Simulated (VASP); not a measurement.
## TaN: single point with LDA

The system is TaN.

```xyz
2
Lattice="0.0000 2.0873 2.1743 2.0873 0.0000 2.1743 2.0873 2.0873 0.0000" Properties=species:S:1:pos:R:3 pbc="T T T"
Ta    2.1055    2.0873    2.1743
N    -0.2352    0.0000    0.0000
```

This cell differs from its parent crystal: atoms displaced along a vibrational mode, the cell strained.

```yaml
Program: VASP 6.6.1
Task: single point
Functional: LDA
Potentials_or_basis: VASP PAW LDA potentials, release 64 (Ta_pv, N)
Cutoff: 520 eV
k_mesh: 18 × 18 × 18
Occupations: gaussian, width 0.15 eV
Spin: no spin polarisation
```

```json
{
  "Pressure": "59.5 GPa",
  "Largest force": "5.554 eV/Å",
  "Band gap on the k mesh": "zero (bands 8 and 9 overlap by 3.61 eV)"
}
```

Forces on the atoms (eV/Å):
```
Ta  -5.554  0.000  0.000
N    5.554  0.000  0.000
```

Stress tensor (GPa, compression positive):
```
108.11   0.00   0.00
  0.00  53.13   0.00
  0.00   0.00  17.33
```

Levels at points of the mesh, in eV from the Fermi level:
| k point | band 6 | band 7 | band 8 | band 9 | band 10 | band 11 |
| --- | --- | --- | --- | --- | --- | --- |
| (0.00, 0.00, 0.00) | -5.41 | -5.13 | -2.04 | -0.76 | -0.72 | -0.19 |
| (0.50, 0.00, 0.00) | -8.35 | -8.16 | 1.84 | 2.39 | 2.74 | 4.36 |
| (0.50, 0.50, 0.00) | -6.96 | -4.86 | -2.63 | 3.28 | 4.31 | 4.42 |
| (0.50, 0.00, 0.50) | -6.46 | -4.82 | -3.03 | 3.06 | 4.08 | 4.67 |
| (0.00, 0.50, 0.50) | -6.08 | -4.97 | -4.70 | 2.64 | 3.98 | 4.29 |

Run time: 2.2 min on 1 thread of AMD EPYC 9R45 96-Core Processor (Zen 5) (shared host), peak memory 0.32 GiB.

Caveat: the cell differs from its parent crystal (atoms displaced along a vibrational mode, the cell strained); the cell stands under pressure; spin-orbit coupling is left out, which moves the levels of the heavy elements; forces of over 1 eV/Å act on the atoms, so gaps and moduli don't describe the material at rest.
